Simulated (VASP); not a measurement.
# TiH5 in VASP: further runs, part 2 of 2

VASP 6.6.1. Earlier steps stand in the parts before.

## 4. Single point, PBEsol

Contents of INCAR:

```
PREC = Accurate
ENCUT = 520
EDIFF = 1E-6
ISMEAR = -1
SIGMA = 0.05
LREAL = False
LASPH = True
NELM = 80
ALGO = Normal
ISIF = 2
LWAVE = False
LCHARG = False
GGA = PS
NBANDS = 18
```

Contents of KPOINTS:

```
regular mesh
0
Gamma
  10 10 1
```

Contents of POSCAR:

```
TiH5
1.0
    3.0575400000      0.0000000000      0.0000000000
   -1.5287700000      2.6479000000      0.0000000000
    0.0000000000      0.0000000000     30.8867600000
Ti H
1 5
Direct
    0.6666700000      0.3333300000      0.2752000000
    0.3333300000      0.6666700000      0.3100500000
    0.3333300000      0.6666700000      0.2403500000
    0.6666700000      0.3333300000      0.2178000000
    0.6666700000      0.3333300000      0.3326000000
    0.0000000000      0.0000000000      0.2752000000
```

Potentials or basis: VASP PAW PBE potentials, release 64 (Ti_sv, H).

Launch:

```sh
$ cat potpaw_PBE.64/Ti_sv/POTCAR potpaw_PBE.64/H/POTCAR > POTCAR
$ mpirun -np 1 vasp_std > vasp.out
```

OUTCAR:

```text
PREC = Accurate
   ENCUT = 520
   EDIFF = 1E-6
   ISMEAR = -1
   LREAL = False
   LASPH = True
   NELM = 80
   ISIF = 2
   GGA = PS

 ion  position               nearest neighbor table
   1  0.667  0.333  0.275-   6 1.77   6 1.77   6 1.77   4 1.77   5 1.77
   2  0.333  0.667  0.310-
   3  0.333  0.667  0.240-
   4  0.667  0.333  0.218-   1 1.77
   5  0.667  0.333  0.333-   1 1.77
   6  0.000  0.000  0.275-   1 1.77   1 1.77   1 1.77

  LATTYP: Found a hexagonal cell.
 ALAT       =     3.0575400000
 C/A-ratio  =    10.1018335001

  Lattice vectors:

 A1 = (   3.0575400000,   0.0000000000,   0.0000000000)
 A2 = (  -1.5287700000,   2.6479000000,   0.0000000000)
 A3 = (   0.0000000000,   0.0000000000,  30.8867600000)

Analysis of symmetry for initial positions (statically):
=====================================================================
 Subroutine PRICEL returns:
 Original cell was already a primitive cell.

 Routine SETGRP: Setting up the symmetry group for a
 hexagonal supercell.

 Subroutine GETGRP returns: Found  4 space group operations
 (whereof  2 operations were pure point group operations)
 out of a pool of 24 trial point group operations.

The static configuration has the point symmetry C_1h.
 The point group associated with its full space group is C_2v.

Analysis of symmetry for dynamics (positions and initial velocities):
=====================================================================
 Subroutine PRICEL returns:
 Original cell was already a primitive cell.

 Routine SETGRP: Setting up the symmetry group for a
 hexagonal supercell.

 Subroutine GETGRP returns: Found  4 space group operations
 (whereof  2 operations were pure point group operations)
 out of a pool of 24 trial point group operations.

The dynamic configuration has the point symmetry C_1h.
 The point group associated with its full space group is C_2v.

 Subroutine INISYM returns: Found  4 space group operations
 (whereof  2 operations are pure point group operations),
 and found     1 'primitive' translations

----------------------------------------------------------------------------------------

                                     Primitive cell

  volume of cell :     250.0611

  direct lattice vectors                    reciprocal lattice vectors
     3.057540000  0.000000000  0.000000000     0.327060316  0.188828883  0.000000000
    -1.528770000  2.647900000  0.000000000     0.000000000  0.377657767  0.000000000
     0.000000000  0.000000000 30.886760000     0.000000000  0.000000000  0.032376332

  length of vectors
     3.057540000  3.057533667 30.886760000     0.377656984  0.377657767  0.032376332

  position of ions in fractional coordinates (direct lattice)
     0.666670000  0.333330000  0.275200000
     0.333330000  0.666670000  0.310050000
     0.333330000  0.666670000  0.240350000
     0.666670000  0.333330000  0.217800000
     0.666670000  0.333330000  0.332600000
     0.000000000  0.000000000  0.275200000

  ion indices of the primitive-cell ions
   primitive index   ion index
                 1           1
                 2           2
                 3           3
                 4           4
                 5           5
                 6           6

----------------------------------------------------------------------------------------

 KPOINTS: regular mesh

Automatic generation of k-mesh.
 Grid dimensions read from file:
 generate k-points for:   10   10    1

 Generating k-lattice:

  Cartesian coordinates                     Fractional coordinates (reciprocal lattice)
     0.032706032  0.018882888  0.000000000     0.100000000  0.000000000  0.000000000
     0.000000000  0.037765777  0.000000000     0.000000000  0.100000000  0.000000000
     0.000000000  0.000000000  0.032376332     0.000000000  0.000000000  1.000000000

  Length of vectors
     0.037765698  0.037765777  0.032376332

  Shift w.r.t. Gamma in fractional coordinates (k-lattice)
     0.000000000  0.000000000  0.000000000

 Subroutine IBZKPT returns following result:
 ===========================================

 Found     31 irreducible k-points:

 Following reciprocal coordinates:
            Coordinates               Weight
  0.000000  0.000000  0.000000      1.000000
  0.100000 -0.000000  0.000000      4.000000
 -0.100000  0.100000  0.000000      2.000000
  0.200000 -0.000000  0.000000      4.000000
 -0.200000  0.200000  0.000000      2.000000
  0.300000  0.000000  0.000000      4.000000
[... 16 lines left out ...]
  0.200000  0.200000  0.000000      2.000000
 -0.200000  0.400000  0.000000      4.000000
 [... further k-points ...]
   k-points           NKPTS =     31   k-points in BZ     NKDIM =     31   number of bands    NBANDS=     18
   number of dos      NEDOS =    301   number of ions     NIONS =      6
   total plane-waves  NPLWV = 138240
   dimension x,y,z NGX =    24 NGY =   24 NGZ =  240
   dimension x,y,z NGXF=    48 NGYF=   48 NGZF=  480
   ions per type =               1   5
   NGX,Y,Z   is equivalent  to a cutoff of  13.05, 13.05, 12.92 a.u.
   NGXF,Y,Z  is equivalent  to a cutoff of  26.10, 26.10, 25.84 a.u.
 SYSTEM =  unknown system
   PREC   = accura    normal or accurate (medium, high low for compatibility)
   ISTART =      0    job   : 0-new  1-cont  2-samecut
   ICHARG =      2    charge: 1-file 2-atom 10-const
   ISPIN  =      1    spin polarized calculation?
   LNONCOLLINEAR =      F non collinear calculations
   LSORBIT =      F    spin-orbit coupling
   LASPH  =      T    aspherical Exc in radial PAW
   ENCUT  =  520.0 eV  38.22 Ry    6.18 a.u.   5.68  5.68 57.43*2*pi/ulx,y,z
   NELM   =     80;   NELMIN=  2; NELMDL= -5     # of ELM steps
   EDIFF  = 0.1E-05   stopping-criterion for ELM
   LREAL  =      F    real-space projection
   EDIFFG = 0.1E-04   stopping-criterion for IOM
   NSW    =      0    number of steps for IOM
   IBRION =     -1    ionic relax: 0-MD 1-quasi-New 2-CG
   NFREE  =      0    steps in history (QN), initial steepest desc. (CG)
   ISIF   =      2    stress and relaxation
   ISYM   =      2    0-nonsym 1-usesym 2-fastsym
   POTIM  = 0.5000    time-step for ionic-motion
   TEBEG  =    0.0;   TEEND  =   0.0 temperature during run
   PSTRESS=    0.0 pullay stress
   NELECT =      17.0000    total number of electrons
   NUPDOWN=      -1.0000    fix difference up-down
   EMIN   =  10.00;   EMAX   =-10.00  energy-range for DOS
   EFERMI =   0.00;   METHOD = LEGACY
   ISMEAR =    -1;   SIGMA  =   0.05  broadening in eV -4-tet -1-fermi 0-gaus
   EFERMI_NEDOS =   21; number of points for ismear=-14 and -15
   IALGO  =     38    algorithm
   IMIX   =      4    mixing-type and parameters
     AMIX     =   0.40;   BMIX     =  1.00
     AMIX_MAG =   1.60;   BMIX_MAG =  1.00
  volume/ion in A,a.u.               =      41.68       281.25
  Fermi-wavevector in a.u.,A,eV,Ry     =   0.668153  1.262626  6.074024  0.446428
  Thomas-Fermi vector in A             =   1.742978
   LORBIT       =      0    0 simple, 1 ext, 2 COOP (PROOUT), +10 PAW based schemes
   GGA     = PS    functional components
   LHFCALC =     F    Hartree Fock is set to
   AEXX    =    0.0000 exact exchange contribution
   IVDW    =     0    specifies the selected vdW correction
   LEPSILON=     F    determine dielectric tensor
   LRPA    =     F    only Hartree local field effects (RPA)
 non-spin polarized calculation
  energy-cutoff  :      520.00
  volume of cell :      250.06
 maximum number of plane-waves:      6761
   NGX = 11   NGY = 11   NGZ =115

 number of electron      16.9999999 magnetization

 Free energy of the ion-electron system (eV)
  ---------------------------------------------------
  ext. energy  EPLUGINS =         0.00000000
  ---------------------------------------------------
  free energy    TOTEN  =       -23.85374963 eV

  energy without entropy =      -23.84284076  energy(sigma->0) =      -23.84829520

 E-fermi :  -4.6356     XC(G=0):  -1.9648

 val. band max:       -4.6423241529   @ k =  -0.4000   0.3000   0.0000
 cond. band min:      -4.3641337526   @ k =   0.2000   0.2000   0.0000
 fundamental gap:      0.2781904004
 Fermi energy:        -4.6356138947

 k-point     1 :       0.0000    0.0000    0.0000
  band No.  band energies     occupation
      1     -61.2135      2.00000
      2     -37.4856      2.00000
      3     -37.4414      2.00000
      4     -37.4414      2.00000
      5     -13.7064      2.00000
      6      -9.7760      2.00000
[... 481 lines left out ...]
      5     -11.2191      2.00000
      6      -8.5143      2.00000
[... 10 lines left out ...]
     17       3.9114      0.00000
     18       4.1894      0.00000

 [... further k-points ...]
[... 5 lines left out ...]
  --------------------------------------------------------------------------------------
  -------------------------------------------------------------------------------------
  Total       -0.9159411     -0.9160953     -0.2936471     -0.0001379      0.0000000      0.0000000
  in kB       -5.8685668     -5.8695550     -1.8814393     -0.0008839      0.0000000      0.0000000
  external PRESSURE =      -4.5398537 kB  Pullay stress =       0.0000000 kB

 VOLUME and BASIS-vectors are now :
 -----------------------------------------------------------------------------
  energy-cutoff  :      520.00
  volume of cell :      250.06
      direct lattice vectors                 reciprocal lattice vectors
     3.057540000  0.000000000  0.000000000     0.327060316  0.188828883  0.000000000
    -1.528770000  2.647900000  0.000000000     0.000000000  0.377657767  0.000000000
     0.000000000  0.000000000 30.886760000     0.000000000  0.000000000  0.032376332

 POSITION                                       TOTAL-FORCE (eV/Angst)
 -----------------------------------------------------------------------------------
      1.52879      0.88262      8.50004        -0.000245      0.000142      0.000000
     -0.00002      1.76528      9.57644         0.000026     -0.000015     -0.031101
     -0.00002      1.76528      7.42363         0.000026     -0.000015      0.031101
      1.52879      0.88262      6.72714         0.000036     -0.000021      0.047724
      1.52879      0.88262     10.27294         0.000036     -0.000021     -0.047724
      0.00000      0.00000      8.50004         0.000121     -0.000070      0.000000
 -----------------------------------------------------------------------------------
    total drift:                                0.000008      0.000011      0.000042

  FREE ENERGIE OF THE ION-ELECTRON SYSTEM (eV)
  ---------------------------------------------------
  free  energy   TOTEN  =       -23.8537496280 eV

  energy  without entropy=      -23.8428407645  energy(sigma->0) =      -23.84829520
```

Run time: 5.5 min. Hardware: 1 thread of Intel Xeon 8259CL, shared host; peak memory 0.43 GiB.

Results:

```yaml
Free_energy: -23.8537 eV
Largest_force: 0.048 eV/Å
Band_gap_on_the_k_mesh: zero (an odd number of electrons rules out a gap without spin polarisation)
```

Forces on the atoms (eV/Å):
```
Ti   0.000  0.000  0.000
H    0.000  0.000 -0.031
H    0.000  0.000  0.031
H    0.000  0.000  0.048
H    0.000  0.000 -0.048
H    0.000  0.000  0.000
```

Caveat: the PAW data sets were made with another functional, which shifts forces and pressure a little.

## 5. Overview

| level | potentials or basis | gap on the mesh (eV) | largest force (eV/Å) |
| --- | --- | --- | --- |
| PBE | VASP PAW PBE potentials, release 64 (Ti_sv, H) | none | - |
| LDA | VASP PAW LDA potentials, release 64 (Ti_sv, H) | none | 0.10 |
| PBEsol | VASP PAW PBE potentials, release 64 (Ti_sv, H) | none | 0.05 |

Alike in all rows: task single point; no spin polarisation; cell as given; k mesh 10 × 10 × 1; cutoff (eV) 520; smearing fermi-dirac 0.05 eV.

Caveats: the PAW data sets were made with another functional, which shifts forces and pressure a little (at least some runs).

Absolute energies hang on the potentials; compare differences alone.
